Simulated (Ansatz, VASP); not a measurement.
## One calculation of Zn, two programs

INCAR

```
PREC     = Accurate       # precision mode
ENCUT    = 520            # plane-wave cutoff, eV
EDIFF    = 1E-7           # SCF threshold, eV
ISMEAR   = 0              # smearing method
SIGMA    = 0.15           # smearing width, eV
LREAL    = F              # projectors in reciprocal space
LASPH    = T              # aspherical terms in the spheres
NELM     = 80             # most SCF steps
ALGO     = Normal         # electronic algorithm
ISIF     = 2              # what is computed and relaxed
LWAVE    = F              # write WAVECAR
LCHARG   = F              # write CHGCAR
GGA      = PE             # functional
NBANDS   = 12             # bands
```

KPOINTS

```
Automatic mesh
0
Gamma
  22 22 22
```

POSCAR

```
Zn
1.0
    0.0000000000      1.8534389407      1.8534389407
    1.8534389407      0.0000000000      1.8534389407
    1.8534389407      1.8534389407      0.0000000000
Zn
1
Direct
    0.0000000000      0.0000000000      0.0000000000
```

Input for Ansatz:

```yaml
crystal:
  lattice:
    - [0.0, 1.8534389407, 1.8534389407]
    - [1.8534389407, 0.0, 1.8534389407]
    - [1.8534389407, 1.8534389407, 0.0]
  atoms:
    - { symbol: Zn, position: [0.0, 0.0, 0.0] }
basis:
  ecutwfc: 520.0
kpoints:
  mp_grid: { grid: [22, 22, 22] }
hamiltonian:
  xc: pbe
scf:
  occupations: { method: gaussian, width: 0.15 }
output:
  forces: true
  stress: true
  eigenvalues: true
```

Alike in both runs: task single point; functional PBE; k mesh 22 × 22 × 22; occupations gaussian, width 0.15 eV; no spin polarisation.

```csv
,VASP,Ansatz
version,VASP 6.6.1,Ansatz 0.2.0
potentials or method,"VASP PAW PBE potentials, release 64 (Zn), cutoff 520 eV","scalar-relativistic, plane waves, PAW"
valence electrons in the cell,12,12
```

VASP gave:

```
gap on the k mesh at the Fermi level (eV) : none
pressure (GPa)                            : 19.6
```

Task: Which values does Ansatz return?

Result: gap on the k mesh at the Fermi level (eV): none; pressure (GPa): 18.9.

A gap of «none» marks a metal or a gap that the smearing closes. With one functional, cell and mesh, what is left measures potentials, basis and numerics.
